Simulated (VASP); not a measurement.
# P (Fd-3m) in VASP: notebook

Runs on P. Level: r2SCAN. Tasks: single point.

Program: VASP 6.6.1. These are calculated values, not measurements. Logs are shortened: lines on timing, memory, paths and dates and some standing lists are left out, and cuts for length are marked.

## (1) The cell of the first run

Symmetry: Fd-3m, No. 227, cubic system. Conventional cell: a = 5.274 Å, b = 5.274 Å, c = 5.274 Å, α = 90.00°, β = 90.00°, γ = 90.00°. P (site symmetry -43m) has 4 P at 2.28 Å within 3.0 Å.

This isn't the form of P at room conditions, which is orthorhombic.

## (2) Single point, r2SCAN (18.34 Å³/atom)

File POSCAR:

```
P
1.0
    0.0000000000      2.6371960065      2.6371960065
    2.6371960065      0.0000000000      2.6371960065
    2.6371960065      2.6371960065      0.0000000000
P
2
Direct
    0.1250000000      0.1250000000      0.1250000000
    0.8750000000      0.8750000000      0.8750000000
```

File INCAR.step1:

```
ALGO = Normal
EDIFF = 1E-4
ENCUT = 520
GGA = PE
ISMEAR = -1
LASPH = True
LCHARG = False
LREAL = False
LWAVE = True
NBANDS = 12
NELM = 100
PREC = Accurate
SIGMA = 0.1
```

File INCAR.step2:

```
ALGO = Normal
EDIFF = 1E-7
ENCUT = 520
ISIF = 2
ISMEAR = -1
ISTART = 1
LASPH = True
LCHARG = False
LMIXTAU = True
LREAL = False
LWAVE = False
METAGGA = R2SCAN
NBANDS = 12
NELM = 100
PREC = Accurate
SIGMA = 0.1
```

File KPOINTS:

```
k-points
0
Gamma
  11 11 11
```

Potentials or basis: VASP PAW PBE potentials, release 64 (P).

Command:

```sh
$ cat potpaw_PBE.64/P/POTCAR > POTCAR
$ cp INCAR.step1 INCAR
$ mpirun -np 1 vasp_std > vasp.out
$ cp INCAR.step2 INCAR
$ mpirun -np 1 vasp_std > vasp.out
```

OUTCAR:

```text
EDIFF = 1E-7
   ENCUT = 520
   ISIF = 2
   ISMEAR = -1
   ISTART = 1
   LASPH = True
   LREAL = False
   METAGGA = R2SCAN
   NELM = 100
   PREC = Accurate

 ion  position               nearest neighbor table
   1  0.125  0.125  0.125-   2 2.28   2 2.28   2 2.28   2 2.28
   2  0.875  0.875  0.875-   1 2.28   1 2.28   1 2.28   1 2.28

  LATTYP: Found a face centered cubic cell.
 ALAT       =     5.2743920130

  Lattice vectors:

 A1 = (   0.0000000000,   2.6371960065,   2.6371960065)
 A2 = (   2.6371960065,   0.0000000000,   2.6371960065)
 A3 = (   2.6371960065,   2.6371960065,   0.0000000000)

Analysis of symmetry for initial positions (statically):
=====================================================================
 Subroutine PRICEL returns:
 Original cell was already a primitive cell.

 Routine SETGRP: Setting up the symmetry group for a
 face centered cubic supercell.

 Subroutine GETGRP returns: Found 48 space group operations
 (whereof 12 operations were pure point group operations)
 out of a pool of 48 trial point group operations.

The static configuration has the point symmetry D_3d.
 The point group associated with its full space group is O_h .

Analysis of symmetry for dynamics (positions and initial velocities):
=====================================================================
 Subroutine PRICEL returns:
 Original cell was already a primitive cell.

 Routine SETGRP: Setting up the symmetry group for a
 face centered cubic supercell.

 Subroutine GETGRP returns: Found 48 space group operations
 (whereof 12 operations were pure point group operations)
 out of a pool of 48 trial point group operations.

The dynamic configuration has the point symmetry D_3d.
 The point group associated with its full space group is O_h .

 Subroutine INISYM returns: Found 48 space group operations
 (whereof 12 operations are pure point group operations),
 and found     1 'primitive' translations

----------------------------------------------------------------------------------------

                                     Primitive cell

  volume of cell :      36.6824

  direct lattice vectors                    reciprocal lattice vectors
     0.000000000  2.637196006  2.637196006    -0.189595312  0.189595312  0.189595312
     2.637196006  0.000000000  2.637196006     0.189595312 -0.189595312  0.189595312
     2.637196006  2.637196006  0.000000000     0.189595312  0.189595312 -0.189595312

  length of vectors
     3.729558359  3.729558359  3.729558359     0.328388713  0.328388713  0.328388713

  position of ions in fractional coordinates (direct lattice)
     0.125000000  0.125000000  0.125000000
     0.875000000  0.875000000  0.875000000

  ion indices of the primitive-cell ions
   primitive index   ion index
                 1           1
                 2           2

----------------------------------------------------------------------------------------

 KPOINTS: k-points

Automatic generation of k-mesh.
 Grid dimensions read from file:
 generate k-points for:   11   11   11

 Generating k-lattice:

  Cartesian coordinates                     Fractional coordinates (reciprocal lattice)
    -0.017235937  0.017235937  0.017235937     0.090909091  0.000000000  0.000000000
     0.017235937 -0.017235937  0.017235937     0.000000000  0.090909091  0.000000000
     0.017235937  0.017235937 -0.017235937     0.000000000  0.000000000  0.090909091

  Length of vectors
     0.029853519  0.029853519  0.029853519

  Shift w.r.t. Gamma in fractional coordinates (k-lattice)
     0.000000000  0.000000000  0.000000000

 Subroutine IBZKPT returns following result:
 ===========================================

 Found     56 irreducible k-points:

 Following reciprocal coordinates:
            Coordinates               Weight
  0.000000  0.000000  0.000000      1.000000
  0.090909  0.000000  0.000000      8.000000
  0.181818  0.000000  0.000000      8.000000
  0.272727  0.000000  0.000000      8.000000
  0.363636  0.000000  0.000000      8.000000
  0.454545  0.000000  0.000000      8.000000
[... 16 lines left out ...]
 -0.272727  0.181818  0.000000     24.000000
 -0.181818  0.181818  0.000000     12.000000
 [... further k-points ...]
   k-points           NKPTS =     56   k-points in BZ     NKDIM =     56   number of bands    NBANDS=     12
   number of dos      NEDOS =    301   number of ions     NIONS =      2
   total plane-waves  NPLWV =  21952
   dimension x,y,z NGX =    28 NGY =   28 NGZ =   28
   dimension x,y,z NGXF=    56 NGYF=   56 NGZF=   56
   ions per type =               2
   NGX,Y,Z   is equivalent  to a cutoff of  12.48, 12.48, 12.48 a.u.
   NGXF,Y,Z  is equivalent  to a cutoff of  24.96, 24.96, 24.96 a.u.
 SYSTEM =  unknown system
   PREC   = accura    normal or accurate (medium, high low for compatibility)
   ISTART =      1    job   : 0-new  1-cont  2-samecut
   ICHARG =      0    charge: 1-file 2-atom 10-const
   ISPIN  =      1    spin polarized calculation?
   LNONCOLLINEAR =      F non collinear calculations
   LSORBIT =      F    spin-orbit coupling
   LASPH  =      T    aspherical Exc in radial PAW
   ENCUT  =  520.0 eV  38.22 Ry    6.18 a.u.   6.93  6.93  6.93*2*pi/ulx,y,z
   NELM   =    100;   NELMIN=  2; NELMDL=  0     # of ELM steps
   EDIFF  = 0.1E-06   stopping-criterion for ELM
   LREAL  =      F    real-space projection
   EDIFFG = 0.1E-05   stopping-criterion for IOM
   NSW    =      0    number of steps for IOM
   IBRION =     -1    ionic relax: 0-MD 1-quasi-New 2-CG
   NFREE  =      0    steps in history (QN), initial steepest desc. (CG)
   ISIF   =      2    stress and relaxation
   ISYM   =      2    0-nonsym 1-usesym 2-fastsym
   POTIM  = 0.5000    time-step for ionic-motion
   TEBEG  =    0.0;   TEEND  =   0.0 temperature during run
   PSTRESS=    0.0 pullay stress
   NELECT =      10.0000    total number of electrons
   NUPDOWN=      -1.0000    fix difference up-down
   EMIN   =  10.00;   EMAX   =-10.00  energy-range for DOS
   EFERMI =   0.00;   METHOD = LEGACY
   ISMEAR =    -1;   SIGMA  =   0.10  broadening in eV -4-tet -1-fermi 0-gaus
   EFERMI_NEDOS =   21; number of points for ismear=-14 and -15
   IALGO  =     38    algorithm
   IMIX   =      4    mixing-type and parameters
     AMIX     =   0.40;   BMIX     =  1.00
     AMIX_MAG =   1.60;   BMIX_MAG =  1.00
  volume/ion in A,a.u.               =      18.34       123.77
  Fermi-wavevector in a.u.,A,eV,Ry     =   1.061506  2.005955 15.330974  1.126795
  Thomas-Fermi vector in A             =   2.196924
   LORBIT       =      0    0 simple, 1 ext, 2 COOP (PROOUT), +10 PAW based schemes
   METAGGA = R2SCAN    functional components
   LHFCALC =     F    Hartree Fock is set to
   AEXX    =    0.0000 exact exchange contribution
   IVDW    =     0    specifies the selected vdW correction
   LEPSILON=     F    determine dielectric tensor
   LRPA    =     F    only Hartree local field effects (RPA)
 non-spin polarized calculation
  energy-cutoff  :      520.00
  volume of cell :       36.68
 maximum number of plane-waves:      1006
   NGX = 13   NGY = 13   NGZ = 13

 number of electron      10.0000001 magnetization

 Free energy of the ion-electron system (eV)
  ---------------------------------------------------
  ext. energy  EPLUGINS =         0.00000000
  ---------------------------------------------------
  free energy    TOTEN  =       -16.60892558 eV

  energy without entropy =      -16.58236482  energy(sigma->0) =      -16.59564520

 E-fermi :   7.3614     XC(G=0): -10.5416

 val. band max:        7.3174029491   @ k =   0.4545   0.3636   0.0909
 cond. band min:       7.3884742811   @ k =   0.0909   0.0000   0.0000
 fundamental gap:      0.0710713320
 Fermi energy:         7.3614342325

 k-point     1 :       0.0000    0.0000    0.0000
  band No.  band energies     occupation
      1      -9.6104      2.00000
      2       3.6279      2.00000
      3       3.6279      2.00000
      4       3.6279      2.00000
      5       4.9140      2.00000
      6       7.1596      1.76542
      7       7.1596      1.76542
      8       7.1596      1.76542
      9      14.1497      0.00000
     10      14.2416      0.00000
     11      14.2416      0.00000
     12      18.3363      0.00000

 k-point     2 :       0.0909    0.0000    0.0000
  band No.  band energies     occupation
      1      -9.5001      2.00000
      2       2.2877      2.00000
      3       3.4793      2.00000
      4       3.4793      2.00000
      5       5.7008      2.00000
      6       7.3885      0.86562
      7       7.3885      0.86562
      8       7.5969      0.17341
      9      13.9686      0.00000
     10      13.9686      0.00000
     11      14.5629      0.00000
     12      17.9837      0.00000

 k-point     3 :       0.1818    0.0000    0.0000
  band No.  band energies     occupation
      1      -9.1755      2.00000
      2       0.4599      2.00000
      3       3.1516      2.00000
      4       3.1516      2.00000
      5       5.7727      2.00000
      6       7.8889      0.01019
      7       7.8889      0.01019
      8       9.1177      0.00000
      9      13.6259      0.00000
     10      13.6259      0.00000
     11      15.4019      0.00000
     12      17.6493      0.00000

 k-point     4 :       0.2727    0.0000    0.0000
  band No.  band energies     occupation
      1      -8.6604      2.00000
      2      -1.2632      2.00000
      3       2.8166      2.00000
      4       2.8166      2.00000
      5       5.4972      2.00000
      6       8.3169      0.00014
      7       8.3169      0.00014
      8      10.9696      0.00000
      9      13.8029      0.00000
     10      13.8029      0.00000
     11      15.5088      0.00000
     12      18.5989      0.00000

 k-point     5 :       0.3636    0.0000    0.0000
  band No.  band energies     occupation
      1      -8.0242      2.00000
      2      -2.7314      2.00000
      3       2.5651      2.00000
      4       2.5651      2.00000
      5       5.2419      2.00000
      6       8.4942      0.00002
      7       8.4942      0.00002
      8      12.7343      0.00000
      9      14.7229      0.00000
     10      14.7229      0.00000
     11      15.3403      0.00000
     12      19.2849      0.00000
[... 228 lines left out ...]
      1      -6.9995      2.00000
      2      -3.9070      2.00000
      3       0.6650      2.00000
      4       1.9262      2.00000
      5       6.5292      1.99951
      6       8.9112      0.00000
      7       9.7894      0.00000
      8      12.1279      0.00000
      9      14.3870      0.00000
     10      15.7606      0.00000
     11      18.2458      0.00000
     12      18.3190      0.00000

 k-point    22 :      -0.3636    0.1818    0.0000
  band No.  band energies     occupation
      1      -7.2477      2.00000
      2      -3.5386      2.00000
      3       0.5579      2.00000
      4       2.1789      2.00000
      5       6.6241      1.99875
      6       9.0603      0.00000
      7       9.4813      0.00000
      8      12.4095      0.00000
      9      14.0690      0.00000
     10      14.1958      0.00000
     11      18.2311      0.00000
     12      19.0808      0.00000

 k-point    23 :      -0.2727    0.1818    0.0000
  band No.  band energies     occupation
      1      -7.8735      2.00000
      2      -2.4904      2.00000
      3       0.7178      2.00000
      4       2.5386      2.00000
      5       6.7788      1.99412
      6       9.0296      0.00000
      7       9.1411      0.00000
      8      10.9395      0.00000
      9      12.9857      0.00000
     10      15.7987      0.00000
     11      17.1300      0.00000
     12      18.9791      0.00000

 k-point    24 :      -0.1818    0.1818    0.0000
  band No.  band energies     occupation
      1      -8.4784      2.00000
      2      -1.2900      2.00000
      3       1.2457      2.00000
      4       2.9239      2.00000
      5       6.8040      1.99244
      6       8.4162      0.00005
      7       8.6799      0.00000
      8      10.2228      0.00000
      9      12.6598      0.00000
     10      15.4347      0.00000
     11      16.5497      0.00000
     12      18.7847      0.00000

 [... further k-points ...]
[... 5 lines left out ...]
  --------------------------------------------------------------------------------------
  -------------------------------------------------------------------------------------
  Total        0.9904739      0.9904739      0.9904739     -0.0000000      0.0000000      0.0000000
  in kB       43.2609842     43.2609842     43.2609842     -0.0000000      0.0000000      0.0000000
  external PRESSURE =      43.2609842 kB  Pullay stress =       0.0000000 kB

 VOLUME and BASIS-vectors are now :
 -----------------------------------------------------------------------------
  energy-cutoff  :      520.00
  volume of cell :       36.68
      direct lattice vectors                 reciprocal lattice vectors
     0.000000000  2.637196006  2.637196006    -0.189595312  0.189595312  0.189595312
     2.637196006  0.000000000  2.637196006     0.189595312 -0.189595312  0.189595312
     2.637196006  2.637196006  0.000000000     0.189595312  0.189595312 -0.189595312

 POSITION                                       TOTAL-FORCE (eV/Angst)
 -----------------------------------------------------------------------------------
      0.65930      0.65930      0.65930         0.000000      0.000000      0.000000
      4.61509      4.61509      4.61509        -0.000000     -0.000000     -0.000000
 -----------------------------------------------------------------------------------
    total drift:                                0.000000     -0.000000     -0.000000

  FREE ENERGIE OF THE ION-ELECTRON SYSTEM (eV)
  ---------------------------------------------------
  free  energy   TOTEN  =       -16.6089255825 eV

  energy  without entropy=      -16.5823648200  energy(sigma->0) =      -16.59564520
```

It took 44 s on 1 thread of Intel Xeon 6975P-C (Granite Rapids), shared host; peak memory 0.16 GiB.

Results:

- Free energy: -16.6089 eV
- Pressure: 4.3 GPa
- Band gap on the k mesh: zero (bands 5 and 6 overlap by 2.16 eV)

Levels at points of the mesh, in eV from the Fermi level:
```csv
k point,band 3,band 4,band 5,band 6,band 7,band 8
"(0.00, 0.00, 0.00)",-3.73,-3.73,-2.45,-0.20,-0.20,-0.20
```

Caveat: the cell stands under pressure; the PAW data sets were made with another functional, which shifts forces and pressure a little.

## (3) Single point, r2SCAN (19.14 Å³/atom)

This run uses another cell than the first one, of 19.14 Å³/atom.

File POSCAR:

```
P
1.0
    0.0000000000      2.6748753259      2.6748753259
    2.6748753259      0.0000000000      2.6748753259
    2.6748753259      2.6748753259      0.0000000000
P
2
Direct
    0.1250000000      0.1250000000      0.1250000000
    0.8750000000      0.8750000000      0.8750000000
```

INCAR.step1, as its differences from that of step 2:

```diff
@@ -10,3 +10,3 @@
 NBANDS = 12
-NELM = 100
+NELM = 60
 PREC = Accurate
```

File INCAR.step2:

```
ALGO = Normal
EDIFF = 1E-7
ENCUT = 520
ISIF = 2
ISMEAR = -1
ISTART = 1
LASPH = True
LCHARG = True
LELF = True
LMIXTAU = True
LREAL = False
LVHAR = True
LWAVE = False
METAGGA = R2SCAN
NBANDS = 12
NELM = 60
PREC = Accurate
SIGMA = 0.1
```

KPOINTS is that of step 2.

Potentials or basis: VASP PAW PBE potentials, release 64 (P).

Command:

```sh
$ cat potpaw_PBE.64/P/POTCAR > POTCAR
$ cp INCAR.step1 INCAR
$ mpirun -np 1 vasp_std > vasp.out
$ cp INCAR.step2 INCAR
$ mpirun -np 1 vasp_std > vasp.out
```

It took 48 s on 1 thread of Intel Xeon 6975P-C (Granite Rapids), shared host; peak memory 0.16 GiB.

Results (log left out):

```yaml
Free_energy: -16.6400 eV
Pressure: 1.9 GPa
Band_gap_on_the_k_mesh: zero (bands 5 and 6 overlap by 2.03 eV)
```

Levels at points of the mesh, in eV from the Fermi level:
| k point | band 3 | band 4 | band 5 | band 6 | band 7 | band 8 |
| --- | --- | --- | --- | --- | --- | --- |
| (0.00, 0.00, 0.00) | -3.58 | -3.58 | -2.84 | -0.11 | -0.11 | -0.11 |

Caveat: the PAW data sets were made with another functional, which shifts forces and pressure a little.

The gap in the log of VASP goes by the Fermi energy; the results here count the filled bands.